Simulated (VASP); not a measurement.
# GeS (Pnma) in VASP: electric field gradients with r2SCAN

Aim: the electric field gradients of GeS with r2SCAN.

All numbers are computed with VASP 6.6.1; they aren't measurements. Logs are shortened: lines on timing, memory, paths and dates and some standing lists are left out, and cuts for length are marked.

## (1) The cell of the first run

Symmetry: Pnma, No. 62, orthorhombic system. The conventional cell has a = 10.781 Å, b = 3.603 Å, c = 4.523 Å, α = 90.00°, β = 90.00°, γ = 90.00°. Within 3.2 Å of Ge (site symmetry m) lie 3 S at 2.44 to 2.47 Å. Within 3.2 Å of S (site symmetry m) lie 3 Ge at 2.44 to 2.47 Å.

## (2) Electric field gradients, r2SCAN

Contents of POSCAR:

```
GeS
1.0
   10.7807516100      0.0000000000      0.0000000000
    0.0000000000      3.6031403700      0.0000000000
    0.0000000000      0.0000000000      4.5231251300
Ge S
4 4
Direct
    0.8745033156      0.2500000000      0.3582325652
    0.1254966844      0.7500000000      0.6417674348
    0.6254966844      0.7500000000      0.8582325652
    0.3745033156      0.2500000000      0.1417674348
    0.6531740257      0.2500000000      0.4989964963
    0.3468259743      0.7500000000      0.5010035037
    0.8468259743      0.7500000000     -0.0010035037
    0.1531740257      0.2500000000      1.0010035037
```

Contents of INCAR.step1:

```
SYSTEM = GeS
ALGO = Normal ; EDIFF = 1E-5
ENCUT = 450 ; GGA = PE
GGA_COMPAT = .False. ; ISMEAR = -1
LASPH = .True. ; LCHARG = .False.
LREAL = .False. ; LWAVE = .True.
NBANDS = 50 ; NELM = 120
PREC = Accurate ; SIGMA = 0.01
```

Contents of INCAR.step2:

```
SYSTEM = GeS
ALGO = Normal ; EDIFF = 1E-8
ENCUT = 450 ; GGA_COMPAT = .False.
ISIF = 2 ; ISMEAR = -1
ISTART = 1 ; LASPH = .True.
LCHARG = .False. ; LEFG = .True.
LMIXTAU = .True. ; LREAL = .False.
LWAVE = .False. ; METAGGA = R2SCAN
NBANDS = 50 ; NELM = 120
PREC = Accurate ; SIGMA = 0.01
```

Contents of KPOINTS:

```
k-points
0
Gamma
  3 9 7
  0 0 0
```

Potentials or basis: VASP PAW PBE potentials, release 64 (Ge_d, S).

Launch:

```
$ cat potpaw_PBE.64/Ge_d/POTCAR potpaw_PBE.64/S/POTCAR > POTCAR
$ cp INCAR.step1 INCAR
$ mpirun -np 1 vasp_std > vasp.out
$ cp INCAR.step2 INCAR
$ mpirun -np 1 vasp_std > vasp.out
```

OUTCAR:

```text
SYSTEM = GeS
   EDIFF = 1E-8
   ENCUT = 450
   ISIF = 2
   ISMEAR = -1
   ISTART = 1
   LASPH = .True.
   LREAL = .False.
   METAGGA = R2SCAN
   NELM = 120
   PREC = Accurate

 ion  position               nearest neighbor table
   1  0.875  0.250  0.358-   7 2.44   7 2.44   5 2.47
   2  0.125  0.750  0.642-   8 2.44   8 2.44   6 2.47
   3  0.625  0.750  0.858-   5 2.44   5 2.44   7 2.47
   4  0.375  0.250  0.142-   6 2.44   6 2.44   8 2.47
   5  0.653  0.250  0.499-   3 2.44   3 2.44   1 2.47
   6  0.347  0.750  0.501-   4 2.44   4 2.44   2 2.47
   7  0.847  0.750  0.999-   1 2.44   1 2.44   3 2.47
   8  0.153  0.250  0.001-   2 2.44   2 2.44   4 2.47

  LATTYP: Found a simple orthorhombic cell.
 ALAT       =     3.6031403700
 B/A-ratio  =     1.2553285927
 C/A-ratio  =     2.9920431909

  Lattice vectors:

 A1 = (   0.0000000000,   3.6031403700,   0.0000000000)
 A2 = (   0.0000000000,   0.0000000000,   4.5231251300)
 A3 = (  10.7807516100,   0.0000000000,   0.0000000000)

Analysis of symmetry for initial positions (statically):
=====================================================================
 Subroutine PRICEL returns:
 Original cell was already a primitive cell.

 Routine SETGRP: Setting up the symmetry group for a
 simple orthorhombic supercell.

 Subroutine GETGRP returns: Found  8 space group operations
 (whereof  2 operations were pure point group operations)
 out of a pool of  8 trial point group operations.

The static configuration has the point symmetry S_2 .
 The point group associated with its full space group is D_2h.

Analysis of symmetry for dynamics (positions and initial velocities):
=====================================================================
 Subroutine PRICEL returns:
 Original cell was already a primitive cell.

 Routine SETGRP: Setting up the symmetry group for a
 simple orthorhombic supercell.

 Subroutine GETGRP returns: Found  8 space group operations
 (whereof  2 operations were pure point group operations)
 out of a pool of  8 trial point group operations.

The dynamic configuration has the point symmetry S_2 .
 The point group associated with its full space group is D_2h.

 Subroutine INISYM returns: Found  8 space group operations
 (whereof  2 operations are pure point group operations),
 and found     1 'primitive' translations

----------------------------------------------------------------------------------------

                                     Primitive cell

  volume of cell :     175.6988

  direct lattice vectors                    reciprocal lattice vectors
    10.780751610  0.000000000  0.000000000     0.092757911  0.000000000  0.000000000
     0.000000000  3.603140370  0.000000000     0.000000000  0.277535676  0.000000000
     0.000000000  0.000000000  4.523125130     0.000000000  0.000000000  0.221086079

  length of vectors
    10.780751610  3.603140370  4.523125130     0.092757911  0.277535676  0.221086079

  position of ions in fractional coordinates (direct lattice)
     0.874503316  0.250000000  0.358232565
     0.125496684  0.750000000  0.641767435
     0.625496684  0.750000000  0.858232565
     0.374503316  0.250000000  0.141767435
     0.653174026  0.250000000  0.498996496
     0.346825974  0.750000000  0.501003504
     0.846825974  0.750000000  0.998996496
     0.153174026  0.250000000  0.001003504

  ion indices of the primitive-cell ions
   primitive index   ion index
                 1           1
                 2           2
                 3           3
                 4           4
                 5           5
                 6           6
[... 72 lines left out ...]
   ENCUT  =  450.0 eV  33.07 Ry    5.75 a.u.  18.65  6.23  7.82*2*pi/ulx,y,z
   NELM   =    120;   NELMIN=  2; NELMDL=  0     # of ELM steps
   EDIFF  = 0.1E-07   stopping-criterion for ELM
   LREAL  =      F    real-space projection
   EDIFFG = 0.1E-06   stopping-criterion for IOM
   NSW    =      0    number of steps for IOM
   IBRION =     -1    ionic relax: 0-MD 1-quasi-New 2-CG
   NFREE  =      0    steps in history (QN), initial steepest desc. (CG)
   ISIF   =      2    stress and relaxation
   ISYM   =      2    0-nonsym 1-usesym 2-fastsym
   POTIM  = 0.5000    time-step for ionic-motion
   TEBEG  =    0.0;   TEEND  =   0.0 temperature during run
   PSTRESS=    0.0 pullay stress
   NELECT =      80.0000    total number of electrons
   NUPDOWN=      -1.0000    fix difference up-down
   EMIN   =  10.00;   EMAX   =-10.00  energy-range for DOS
   EFERMI =   0.00;   METHOD = LEGACY
   ISMEAR =    -1;   SIGMA  =   0.01  broadening in eV -4-tet -1-fermi 0-gaus
   EFERMI_NEDOS =   21; number of points for ismear=-14 and -15
   IALGO  =     38    algorithm
   IMIX   =      4    mixing-type and parameters
     AMIX     =   0.40;   BMIX     =  1.00
     AMIX_MAG =   1.60;   BMIX_MAG =  1.00
  volume/ion in A,a.u.               =      21.96       148.21
  Fermi-wavevector in a.u.,A,eV,Ry     =   1.259453  2.380021 21.581851  1.586221
  Thomas-Fermi vector in A             =   2.393012
   LORBIT       =      0    0 simple, 1 ext, 2 COOP (PROOUT), +10 PAW based schemes
   METAGGA = R2SCAN    functional components
   LHFCALC =     F    Hartree Fock is set to
   AEXX    =    0.0000 exact exchange contribution
   IVDW    =     0    specifies the selected vdW correction
   LEPSILON=     F    determine dielectric tensor
   LRPA    =     F    only Hartree local field effects (RPA)
 non-spin polarized calculation
  energy-cutoff  :      450.00
  volume of cell :      175.70
 maximum number of plane-waves:      3834
 NGX is ok and might be reduce to    80
   NGX = 37   NGY = 13   NGZ = 15

 number of electron      80.0000006 magnetization

 Free energy of the ion-electron system (eV)
  ---------------------------------------------------
  ext. energy  EPLUGINS =         0.00000000
  ---------------------------------------------------
  free energy    TOTEN  =       -89.55877167 eV

  energy without entropy =      -89.55877167  energy(sigma->0) =      -89.55877167

 E-fermi :   4.3894     XC(G=0): -10.4063

 val. band max:        4.1723212877   @ k =   0.0000   0.0000   0.0000
 cond. band min:       5.5712433431   @ k =   0.0000   0.0000   0.0000
 fundamental gap:      1.3989220554
 Fermi energy:         4.3893983376

 k-point     1 :       0.0000    0.0000    0.0000
  band No.  band energies     occupation
      1     -20.9512      2.00000
      2     -20.9485      2.00000
      3     -20.9427      2.00000
      4     -20.9409      2.00000
      5     -20.9359      2.00000
      6     -20.9351      2.00000
[... 1261 lines left out ...]
     49       8.8669      0.00000
     50       9.2383      0.00000

 [... further k-points ...]

------------------------ aborting loop because EDIFF is reached ----------------------------------------

  FORCE on cell =-STRESS in cart. coord.  units (eV):
  Direction    XX          YY          ZZ          XY          YZ          ZX
  --------------------------------------------------------------------------------------
  -------------------------------------------------------------------------------------
  Total       -1.6286639     -1.2338201     -1.7184134      0.0000000      0.0000000      0.0000000
  in kB      -14.8515999    -11.2510638    -15.6700148      0.0000000      0.0000000      0.0000000
  external PRESSURE =     -13.9242262 kB  Pullay stress =       0.0000000 kB

 VOLUME and BASIS-vectors are now :
 -----------------------------------------------------------------------------
  energy-cutoff  :      450.00
  volume of cell :      175.70
      direct lattice vectors                 reciprocal lattice vectors
    10.780751610  0.000000000  0.000000000     0.092757911  0.000000000  0.000000000
     0.000000000  3.603140370  0.000000000     0.000000000  0.277535676  0.000000000
     0.000000000  0.000000000  4.523125130     0.000000000  0.000000000  0.221086079

 POSITION                                       TOTAL-FORCE (eV/Angst)
 -----------------------------------------------------------------------------------
      9.42780      0.90079      1.62033        -0.211049      0.000000     -0.200976
      1.35295      2.70236      2.90279         0.211049     -0.000000      0.200976
      6.74332      2.70236      3.88189         0.211049      0.000000     -0.200976
      4.03743      0.90079      0.64123        -0.211049      0.000000      0.200976
      7.04171      0.90079      2.25702         0.110263     -0.000000      0.212283
      3.73904      2.70236      2.26610        -0.110263     -0.000000     -0.212283
      9.12942      2.70236      4.51859        -0.110263     -0.000000      0.212283
      1.65133      0.90079      0.00454         0.110263      0.000000     -0.212283
 -----------------------------------------------------------------------------------
    total drift:                                0.000000     -0.000000     -0.000000

  FREE ENERGIE OF THE ION-ELECTRON SYSTEM (eV)
  ---------------------------------------------------
  free  energy   TOTEN  =       -89.5587716665 eV

  energy  without entropy=      -89.5587716665  energy(sigma->0) =      -89.55877167

 Electric field gradients (V/A^2)
---------------------------------------------------------------------
 ion       V_xx      V_yy      V_zz      V_xy      V_xz      V_yz
---------------------------------------------------------------------
   1     -22.419    29.062    -6.642     0.000   -68.188     0.000
   2     -22.419    29.062    -6.642    -0.000   -68.188     0.000
   3     -22.419    29.062    -6.642     0.000    68.188    -0.000
   4     -22.419    29.062    -6.642    -0.000    68.188     0.000
   5     -21.825    26.053    -4.229    -0.000   -47.454     0.000
   6     -21.825    26.053    -4.229     0.000   -47.454     0.000
   7     -21.825    26.053    -4.229    -0.000    47.454    -0.000
   8     -21.825    26.053    -4.229     0.000    47.454    -0.000
---------------------------------------------------------------------

 Electric field gradients after diagonalization (V/A^2)
 (convention: |V_zz| > |V_xx| > |V_yy|)
----------------------------------------------------------------------
 ion       V_xx      V_yy      V_zz     asymmetry (V_yy - V_xx)/ V_zz
----------------------------------------------------------------------
   1      54.112    29.062   -83.173       0.301
   2      54.112    29.062   -83.173       0.301
   3      54.112    29.062   -83.173       0.301
   4      54.112    29.062   -83.173       0.301
   5      35.236    26.053   -61.289       0.150
   6      35.236    26.053   -61.289       0.150
   7      35.236    26.053   -61.289       0.150
   8      35.236    26.053   -61.289       0.150
----------------------------------------------------------------------

           NMR quadrupolar parameters

 Cq : quadrupolar parameter    Cq=e*Q*V_zz/h
 eta: asymmetry parameters     (V_yy - V_xx)/ V_zz
 Q  : nuclear electric quadrupole moment in mb (millibarn)
----------------------------------------------------------------------
 ion       Cq(MHz)       eta       Q (mb)
----------------------------------------------------------------------
   1      -0.201       0.301       1.000
   2      -0.201       0.301       1.000
   3      -0.201       0.301       1.000
   4      -0.201       0.301       1.000
   5      -0.148       0.150       1.000
   6      -0.148       0.150       1.000
   7      -0.148       0.150       1.000
   8      -0.148       0.150       1.000
----------------------------------------------------------------------
```

Run time: 27 min. Hardware: 1 thread of Oxide Virtual Turin-like, shared host; peak memory 0.38 GiB.

What came out:

```
Free energy                             : -89.5588 eV
Pressure                                : -1.4 GPa
Largest force                           : 0.291 eV/Å
Band gap on the k mesh                  : 1.40 eV
Largest electric field gradient by atom : Ge -83.2; S -61.3 V/Å²
```

Forces on the atoms (eV/Å):
```
Ge  -0.211  0.000 -0.201
Ge   0.211  0.000  0.201
Ge   0.211  0.000 -0.201
Ge  -0.211  0.000  0.201
S    0.110  0.000  0.212
S   -0.110  0.000 -0.212
S   -0.110  0.000  0.212
S    0.110  0.000 -0.212
```

Stress tensor (GPa, compression positive):
```
-1.49  0.00  0.00
 0.00 -1.13  0.00
 0.00  0.00 -1.57
```

Electric field gradients, principal values (V/Å²):
| atom | least | middle | greatest (by size) |
| --- | --- | --- | --- |
| 1 Ge | 29.062 | 54.112 | -83.173 |
| 2 Ge | 29.062 | 54.112 | -83.173 |
| 3 Ge | 29.062 | 54.112 | -83.173 |
| 4 Ge | 29.062 | 54.112 | -83.173 |
| 5 S | 26.053 | 35.236 | -61.289 |
| 6 S | 26.053 | 35.236 | -61.289 |
| 7 S | 26.053 | 35.236 | -61.289 |
| 8 S | 26.053 | 35.236 | -61.289 |

Caveat: without QUAD_EFG the Cq values of the log hold for a quadrupole moment of 1 mb, not for the nuclei; the PAW data sets were made with another functional, which shifts forces and pressure a little. A k mesh can miss the band edges.
